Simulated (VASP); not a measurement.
# TiO2 (I4_1/amd) in VASP: relaxation of the atoms with LDA

Aim: the relaxation of the atoms of TiO2 with LDA.

All numbers are computed with VASP 6.6.1; they aren't measurements. Logs are shortened: lines on timing, memory, paths and dates and some standing lists are left out, and cuts for length are marked.

### 1 The cell of the first run

The structure is tetragonal, space group I4_1/amd (No. 141). Conventional cell: a = 3.784 Å, b = 3.784 Å, c = 9.515 Å, α = 90.00°, β = 90.00°, γ = 90.00°. Ti (site symmetry -4m2) has 6 O at 1.93 to 1.98 Å within 2.6 Å. Within 2.6 Å of O (site symmetry 2mm) lie 3 Ti at 1.93 to 1.98 Å and 2 O at 2.47 Å.

### 2 Relaxation of the atoms, LDA

INCAR

```
  PREC = Accurate
  ENCUT = 520
  EDIFF = 1E-7
  ISMEAR = 0
  SIGMA = 0.01
  LREAL = F
  LASPH = T
  NELM = 120
  ALGO = Normal
  ISIF = 2
  LWAVE = F
  LCHARG = F
  GGA = CA
  IBRION = 2
  NSW = 80
  EDIFFG = -0.001
  GGA_COMPAT = F
  NELMIN = 4
```

KPOINTS

```
Automatic mesh
0
Gamma
  7 7 7
```

POSCAR

```
TiO2
1.0
   -1.8921000000      1.8921000000      4.7573000000
    1.8921000000     -1.8921000000      4.7573000000
    1.8921000000      1.8921000000     -4.7573000000
Ti O
2 4
Direct
    0.0000000000      0.0000000000      0.0000000000
    0.7500000000      0.2500000000      0.5000000000
    0.2081000000      0.2081000000      0.0000000000
    0.9581000000      0.4581000000      0.5000000000
    0.5419000000      0.0419000000      0.5000000000
    0.7919000000      0.7919000000      0.0000000000
```

Potentials or basis: VASP PAW LDA potentials, release 64 (Ti_sv, O).

On the command line:

```sh
cat potpaw_LDA.64/Ti_sv/POTCAR potpaw_LDA.64/O/POTCAR > POTCAR
mpirun -np 1 vasp_std > vasp.out
```

OUTCAR:

```text
PREC = Accurate
   ENCUT = 520
   EDIFF = 1E-7
   ISMEAR = 0
   LREAL = F
   LASPH = T
   NELM = 120
   ISIF = 2
   GGA = CA
   IBRION = 2
   NSW = 80
   EDIFFG = -0.001
   NELMIN = 4

 ion  position               nearest neighbor table
   1  0.000  0.000  0.000-   5 1.93   4 1.93   5 1.93   4 1.93   3 1.98   6 1.98
   2  0.750  0.250  0.500-   6 1.93   3 1.93   6 1.93   3 1.93   4 1.98   5 1.98
   3  0.208  0.208  0.000-   2 1.93   2 1.93   1 1.98
   4  0.958  0.458  0.500-   1 1.93   1 1.93   2 1.98
   5  0.542  0.042  0.500-   1 1.93   1 1.93   2 1.98
   6  0.792  0.792  0.000-   2 1.93   2 1.93   1 1.98

  LATTYP: Found a body centered tetragonal cell.
 ALAT       =     3.7842000000
 C/A-ratio  =     2.5142962846

  Lattice vectors:

 A1 = (  -1.8921000000,   1.8921000000,   4.7573000000)
 A2 = (   1.8921000000,  -1.8921000000,   4.7573000000)
 A3 = (   1.8921000000,   1.8921000000,  -4.7573000000)

Analysis of symmetry for initial positions (statically):
=====================================================================
 Subroutine PRICEL returns:
 Original cell was already a primitive cell.

 Routine SETGRP: Setting up the symmetry group for a
 body centered tetragonal supercell.

 Subroutine GETGRP returns: Found 16 space group operations
 (whereof  8 operations were pure point group operations)
 out of a pool of 16 trial point group operations.

The static configuration has the point symmetry D_2d.
 The point group associated with its full space group is D_4h.

Analysis of symmetry for dynamics (positions and initial velocities):
=====================================================================
 Subroutine PRICEL returns:
 Original cell was already a primitive cell.

 Routine SETGRP: Setting up the symmetry group for a
 body centered tetragonal supercell.

 Subroutine GETGRP returns: Found 16 space group operations
 (whereof  8 operations were pure point group operations)
 out of a pool of 16 trial point group operations.

The dynamic configuration has the point symmetry D_2d.
 The point group associated with its full space group is D_4h.

 Subroutine INISYM returns: Found 16 space group operations
 (whereof  8 operations are pure point group operations),
 and found     1 'primitive' translations

----------------------------------------------------------------------------------------

                                     Primitive cell

  volume of cell :      68.1253

  direct lattice vectors                    reciprocal lattice vectors
    -1.892100000  1.892100000  4.757300000     0.000000000  0.264256646  0.105101633
     1.892100000 -1.892100000  4.757300000     0.264256646  0.000000000  0.105101633
     1.892100000  1.892100000 -4.757300000     0.264256646  0.264256646  0.000000000

  length of vectors
     5.458203744  5.458203744  5.458203744     0.284390450  0.284390450  0.373715333

  position of ions in fractional coordinates (direct lattice)
     0.000000000  0.000000000  0.000000000
     0.750000000  0.250000000  0.500000000
     0.208100000  0.208100000  0.000000000
     0.958100000  0.458100000  0.500000000
     0.541900000  0.041900000  0.500000000
     0.791900000  0.791900000  0.000000000

  ion indices of the primitive-cell ions
   primitive index   ion index
                 1           1
                 2           2
                 3           3
                 4           4
                 5           5
                 6           6

----------------------------------------------------------------------------------------

 KPOINTS: Automatic mesh

Automatic generation of k-mesh.
 Grid dimensions read from file:
 generate k-points for:    7    7    7

 Generating k-lattice:

  Cartesian coordinates                     Fractional coordinates (reciprocal lattice)
     0.000000000  0.037750949  0.015014519     0.142857143  0.000000000  0.000000000
     0.037750949  0.000000000  0.015014519     0.000000000  0.142857143  0.000000000
     0.037750949  0.037750949  0.000000000     0.000000000  0.000000000  0.142857143

  Length of vectors
     0.040627207  0.040627207  0.053387905

  Shift w.r.t. Gamma in fractional coordinates (k-lattice)
     0.000000000  0.000000000  0.000000000

 Subroutine IBZKPT returns following result:
 ===========================================

 Found     40 irreducible k-points:

 Following reciprocal coordinates:
            Coordinates               Weight
  0.000000  0.000000  0.000000      1.000000
  0.142857  0.000000  0.000000      8.000000
  0.285714  0.000000  0.000000      8.000000
  0.428571 -0.000000  0.000000      8.000000
  0.142857  0.142857  0.000000      8.000000
  0.285714  0.142857  0.000000     16.000000
[... 16 lines left out ...]
 -0.142857  0.285714  0.142857      8.000000
 -0.428571  0.428571  0.142857      8.000000
 [... further k-points ...]
   k-points           NKPTS =     40   k-points in BZ     NKDIM =     40   number of bands    NBANDS=     28
   number of dos      NEDOS =    301   number of ions     NIONS =      6
   total plane-waves  NPLWV =  74088
   dimension x,y,z NGX =    42 NGY =   42 NGZ =   42
   dimension x,y,z NGXF=    84 NGYF=   84 NGZF=   84
   ions per type =               2   4
   NGX,Y,Z   is equivalent  to a cutoff of  12.79, 12.79, 12.79 a.u.
   NGXF,Y,Z  is equivalent  to a cutoff of  25.58, 25.58, 25.58 a.u.
 SYSTEM =  unknown system
   PREC   = accura    normal or accurate (medium, high low for compatibility)
   ISTART =      0    job   : 0-new  1-cont  2-samecut
   ICHARG =      2    charge: 1-file 2-atom 10-const
   ISPIN  =      1    spin polarized calculation?
   LNONCOLLINEAR =      F non collinear calculations
   LSORBIT =      F    spin-orbit coupling
   LASPH  =      T    aspherical Exc in radial PAW
   ENCUT  =  520.0 eV  38.22 Ry    6.18 a.u.  10.15 10.15 10.15*2*pi/ulx,y,z
   NELM   =    120;   NELMIN=  4; NELMDL= -5     # of ELM steps
   EDIFF  = 0.1E-06   stopping-criterion for ELM
   LREAL  =      F    real-space projection
   EDIFFG = -.1E-02   stopping-criterion for IOM
   NSW    =     80    number of steps for IOM
   IBRION =      2    ionic relax: 0-MD 1-quasi-New 2-CG
   NFREE  =      1    steps in history (QN), initial steepest desc. (CG)
   ISIF   =      2    stress and relaxation
   ISYM   =      2    0-nonsym 1-usesym 2-fastsym
   POTIM  = 0.5000    time-step for ionic-motion
   TEBEG  =    0.0;   TEEND  =   0.0 temperature during run
   PSTRESS=    0.0 pullay stress
   NELECT =      48.0000    total number of electrons
   NUPDOWN=      -1.0000    fix difference up-down
   EMIN   =  10.00;   EMAX   =-10.00  energy-range for DOS
   EFERMI =   0.00;   METHOD = LEGACY
   ISMEAR =     0;   SIGMA  =   0.01  broadening in eV -4-tet -1-fermi 0-gaus
   EFERMI_NEDOS =   21; number of points for ismear=-14 and -15
   IALGO  =     38    algorithm
   IMIX   =      4    mixing-type and parameters
     AMIX     =   0.40;   BMIX     =  1.00
     AMIX_MAG =   1.60;   BMIX_MAG =  1.00
  volume/ion in A,a.u.               =      11.35        76.62
  Fermi-wavevector in a.u.,A,eV,Ry     =   1.456752  2.752862 28.873289  2.122127
  Thomas-Fermi vector in A             =   2.573634
   LORBIT       =      0    0 simple, 1 ext, 2 COOP (PROOUT), +10 PAW based schemes
   GGA     = CA    functional components
   LHFCALC =     F    Hartree Fock is set to
   AEXX    =    0.0000 exact exchange contribution
   IVDW    =     0    specifies the selected vdW correction
   LEPSILON=     F    determine dielectric tensor
   LRPA    =     F    only Hartree local field effects (RPA)
 conjugate gradient relaxation of ions
 non-spin polarized calculation
 Gauss-broadening in eV      SIGMA  =   0.01
  energy-cutoff  :      520.00
  volume of cell :       68.13
 maximum number of plane-waves:      1850
 NGX is ok and might be reduce to    42
   NGX = 21   NGY = 21   NGZ = 21

--------------------------------------- Ionic step        1  -------------------------------------------

 number of electron      47.9999989 magnetization

 Free energy of the ion-electron system (eV)
  ---------------------------------------------------
  ext. energy  EPLUGINS =         0.00000000
  ---------------------------------------------------
  free energy    TOTEN  =       -58.80893655 eV

  energy without entropy =      -58.80893655  energy(sigma->0) =      -58.80893655

------------------------ aborting loop because EDIFF is reached ----------------------------------------

  FORCE on cell =-STRESS in cart. coord.  units (eV):
  Direction    XX          YY          ZZ          XY          YZ          ZX
  --------------------------------------------------------------------------------------
  -------------------------------------------------------------------------------------
  Total       -2.4957445     -2.4957445     -2.0971977      0.0000000      0.0000000      0.0000000
  in kB      -58.6951211    -58.6951211    -49.3220661      0.0000000      0.0000000      0.0000000
  external PRESSURE =     -55.5707694 kB  Pullay stress =       0.0000000 kB

 VOLUME and BASIS-vectors are now :
 -----------------------------------------------------------------------------
  energy-cutoff  :      520.00
  volume of cell :       68.13
      direct lattice vectors                 reciprocal lattice vectors
    -1.892100000  1.892100000  4.757300000     0.000000000  0.264256646  0.105101633
     1.892100000 -1.892100000  4.757300000     0.264256646  0.000000000  0.105101633
     1.892100000  1.892100000 -4.757300000     0.264256646  0.264256646  0.000000000
[... 41 lines left out ...]
 POSITION                                       TOTAL-FORCE (eV/Angst)
 -----------------------------------------------------------------------------------
      1.89210      1.89210      4.75730        -0.000000     -0.000000     -0.000000
      0.00000      1.89210      2.37865        -0.000000     -0.000000     -0.000000
      0.00000      0.00000      1.97573         0.000000     -0.000000     -0.022441
      0.00000      1.89210      4.35438        -0.000000      0.000000     -0.022441
     -0.00000      1.89210      0.40292        -0.000000      0.000000      0.022441
      1.89210      1.89210      2.78157         0.000000     -0.000000      0.022441
 -----------------------------------------------------------------------------------
    total drift:                               -0.000000     -0.000000      0.000000

  FREE ENERGIE OF THE ION-ELECTRON SYSTEM (eV)
  ---------------------------------------------------
  free  energy   TOTEN  =       -58.8098782307 eV

  energy  without entropy=      -58.8098782307  energy(sigma->0) =      -58.80987823

--------------------------------------- Ionic step        3  -------------------------------------------

 number of electron      47.9999991 magnetization

 Free energy of the ion-electron system (eV)
  ---------------------------------------------------
  ext. energy  EPLUGINS =         0.00000000
  ---------------------------------------------------
  free energy    TOTEN  =       -58.80994146 eV

  energy without entropy =      -58.80994146  energy(sigma->0) =      -58.80994146

 E-fermi :   3.1343     XC(G=0): -11.3406

 val. band max:        3.0850368254   @ k =  -0.4286   0.4286   0.0000
 cond. band min:       5.0928389935   @ k =   0.0000   0.0000   0.0000
 fundamental gap:      2.0078021681
 Fermi energy:         3.1343058841

 k-point     1 :       0.0000    0.0000    0.0000
  band No.  band energies     occupation
      1     -52.5643      2.00000
      2     -52.4987      2.00000
      3     -29.4517      2.00000
      4     -29.1932      2.00000
      5     -29.1932      2.00000
      6     -29.1171      2.00000
[... 20 lines left out ...]
     27       7.0381      0.00000
[... 691 lines left out ...]
      6     -29.2140      2.00000
[... 20 lines left out ...]
     27       6.6593      0.00000
     28       6.7973      0.00000

 [... further k-points ...]
[... 5 lines left out ...]
  --------------------------------------------------------------------------------------
  -------------------------------------------------------------------------------------
  Total       -2.4995356     -2.4995356     -1.6734479      0.0000000      0.0000000      0.0000000
  in kB      -58.7842809    -58.7842809    -39.3562830      0.0000000      0.0000000      0.0000000
  external PRESSURE =     -52.3082816 kB  Pullay stress =       0.0000000 kB

 VOLUME and BASIS-vectors are now :
 -----------------------------------------------------------------------------
  energy-cutoff  :      520.00
  volume of cell :       68.13
      direct lattice vectors                 reciprocal lattice vectors
    -1.892100000  1.892100000  4.757300000     0.000000000  0.264256646  0.105101633
     1.892100000 -1.892100000  4.757300000     0.264256646  0.000000000  0.105101633
     1.892100000  1.892100000 -4.757300000     0.264256646  0.264256646  0.000000000

 POSITION                                       TOTAL-FORCE (eV/Angst)
 -----------------------------------------------------------------------------------
      0.00000      0.00000      0.00000         0.000000      0.000000     -0.000000
      0.00000      1.89210      2.37865         0.000000      0.000000     -0.000000
      0.00000      0.00000      1.97428        -0.000000     -0.000000      0.000586
      0.00000      1.89210      4.35293        -0.000000     -0.000000      0.000586
     -0.00000      1.89210      0.40437         0.000000      0.000000     -0.000586
      0.00000      0.00000      7.54032         0.000000      0.000000     -0.000586
 -----------------------------------------------------------------------------------
    total drift:                               -0.000000     -0.000000      0.000000

  FREE ENERGIE OF THE ION-ELECTRON SYSTEM (eV)
  ---------------------------------------------------
  free  energy   TOTEN  =       -58.8099414551 eV

  energy  without entropy=      -58.8099414551  energy(sigma->0) =      -58.80994146

 reached required accuracy - stopping structural energy minimisation
```

It took 5 min on 1 thread of Intel Xeon 8259CL, shared host; peak memory 0.25 GiB.

What came out:

- Free energy: -58.8099 eV
- Energy gained by relaxing: 0.2 meV/atom
- Ionic steps: 3
- Pressure after relaxing: -5.2 GPa
- Band gap on the k mesh: 2.01 eV (least direct gap 2.34 eV)

The path:
```tsv
step	energy change (eV)	largest force (eV/Å)	pressure (GPa)
1	0.0000	0.0882	-5.56
2	-0.0009	0.0224	-5.31
3	-0.0010	0.0006	-5.23
```

Final structure:
```yaml
crystal:
  lattice:
    - [-1.89210, 1.89210, 4.75730]
    - [1.89210, -1.89210, 4.75730]
    - [1.89210, 1.89210, -4.75730]
  atoms:
    - { symbol: Ti, position: [0.00000, 0.00000, 0.00000] }
    - { symbol: Ti, position: [0.75000, 0.25000, 0.50000] }
    - { symbol: O, position: [0.20750, 0.20750, 0.00000] }
    - { symbol: O, position: [0.95750, 0.45750, 0.50000] }
    - { symbol: O, position: [0.54250, 0.04250, 0.50000] }
    - { symbol: O, position: [0.79250, 0.79250, 0.00000] }
```

A k mesh can miss the band edges.
